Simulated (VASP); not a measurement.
Ge:

```xyz
2
Lattice="1.4881 -2.5947 0.0000 1.4881 2.5947 0.0000 0.0000 0.0000 4.7276" Properties=species:S:1:pos:R:3 pbc="T T T"
Ge    1.4881    0.8643    1.1819
Ge    1.4881   -0.8643    3.5457
```

This isn't the form of Ge at room conditions, which is diamond.

* Program: VASP 6.6.1
* Task: relaxation of cell and atoms
* Functional: revPBE
* Dispersion: D4
* Potentials or basis: VASP PAW PBE potentials, release 64 (Ge_d)
* Cutoff: 600 eV
* k mesh: 10 × 10 × 6
* Occupations: fermi-dirac, width 0.05 eV
* Spin: no spin polarisation

At the start: pressure 0.0 GPa; volume 18.25 Å³/atom.

Q: Where does the relaxation end?

A: Over 18 steps the energy falls by 3.1 meV/atom and the volume is 18.22 Å³/atom (-0.2 %); space group P6_3/mmc (No. 194, to 0.1 Å) before and after.

The path:
```tsv
step	energy change (eV)	largest force (eV/Å)	pressure (GPa)	volume (Å³)
1	0.0000	0.0010	0.01	36.51
2	-0.0043	0.0029	0.04	36.51
3	-0.0058	0.0058	-0.11	36.52
4	-0.0058	0.0057	-0.10	36.52
5	-0.0058	0.0057	-0.09	36.52
6	-0.0059	0.0065	0.27	36.45
7	-0.0059	0.0073	0.00	36.45
8	-0.0059	0.0065	0.13	36.45
9	-0.0060	0.0069	-0.35	36.52
10	-0.0060	0.0080	-0.08	36.51
11	-0.0060	0.0071	-0.12	36.51
12	-0.0060	0.0072	-0.11	36.52
13	-0.0060	0.0067	-0.06	36.52
14	-0.0061	0.0081	-0.19	36.50
15	-0.0061	0.0093	-0.19	36.48
16	-0.0061	0.0090	0.29	36.41
17	-0.0061	0.0108	-0.10	36.45
18	-0.0061	0.0091	0.02	36.44
```

Final structure:
```yaml
crystal:
  lattice:
    - [1.46406, -2.58956, 0.00000]
    - [1.46406, 2.58956, 0.00000]
    - [0.00000, 0.00000, 4.80575]
  atoms:
    - { symbol: Ge, position: [0.33383, 0.66617, 0.25000] }
    - { symbol: Ge, position: [0.66617, 0.33383, 0.75000] }
```

Caveat: the PAW data sets were made with another functional, which shifts forces and pressure a little.
